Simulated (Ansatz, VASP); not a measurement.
# Sn: VASP beside Ansatz

```
Sn
1.0
    -3.00333    3.00333    1.59065
     3.00333   -3.00333    1.59065
     3.00333    3.00333   -1.59065
Sn
2
Direct
  0.00000 0.00000 0.00000
  0.75000 0.25000 0.50000
```

Change from the starting cell: equal xx and yy strain of +3 %, crystal datasets.

Alike in both runs: task electric field gradients; functional PBE; k mesh 15 × 15 × 15; occupations fermi-dirac, width 0.05 eV; no spin polarisation.

|  | VASP | Ansatz |
| --- | --- | --- |
| version | VASP 6.6.1 | Ansatz 0.2.0 |
| potentials or method | VASP PAW PBE potentials, release 64 (Sn_d), cutoff 520 eV | all-electron PAW with datasets made for the crystal, scalar-relativistic |

|  | VASP | Ansatz | Ansatz less VASP |
| --- | --- | --- | --- |
| pressure (GPa) | -0.5 | -0.5 | +0.05 |
| traceless stress, the component that is largest in VASP (GPa) | 0.58 | 0.58 | +0.004 |
| size of Vzz on the site where it differs most (V/Å²) | 27.4 | 29.3 | +1.96 |

Ansatz ran all-electron here, and VASP with PAW potentials.
